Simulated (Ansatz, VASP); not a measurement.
# Two plane-wave programs on Si4C

```
CELL_PARAMETERS angstrom
-3.24714 3.24714 1.47379
3.24714 -3.24714 1.47379
3.24714 3.24714 -1.47379
ATOMIC_POSITIONS crystal
Si 0.76775 0.50000 0.26775
Si 0.23225 0.50000 0.73225
Si 0.50000 0.76775 0.26775
Si 0.50000 0.23225 0.73225
C 0.00000 0.00000 0.00000
```

Alike in both runs: task single point; functional PBE; k mesh 6 × 6 × 6; occupations gaussian, width 0.1 eV; collinear spin.

|  | VASP | Ansatz |
| --- | --- | --- |
| version | VASP 6.6.1 | Ansatz 0.2.0 |
| potentials or method | VASP PAW PBE potentials, release 64 (Si, C), cutoff 520 eV | scalar-relativistic, plane waves, PAW |
| valence electrons in the cell | 20 | 20 |

```tsv
	VASP	Ansatz	Ansatz less VASP
gap on the k mesh at the Fermi level (eV)	none	none	-
pressure (GPa)	0.0	0.0	+0.03
traceless stress, the component that is largest in VASP (GPa)	-0.10	-0.14	-0.042
rms of the force components (eV/Å)	0.009	0.011	+0.0022
net moment per atom (μB)	0.00	0.00	0.000
```

Atom by atom the forces differ by 0.002 eV/Å (rms over components). A gap of «none» marks a metal or a gap that the smearing closes. The functional is the same, so the differences come from potentials, cutoffs and numerics. Ansatz's warnings: seeded moment not kept.

The k mesh is coarse, so the values compare programs but aren't converged.
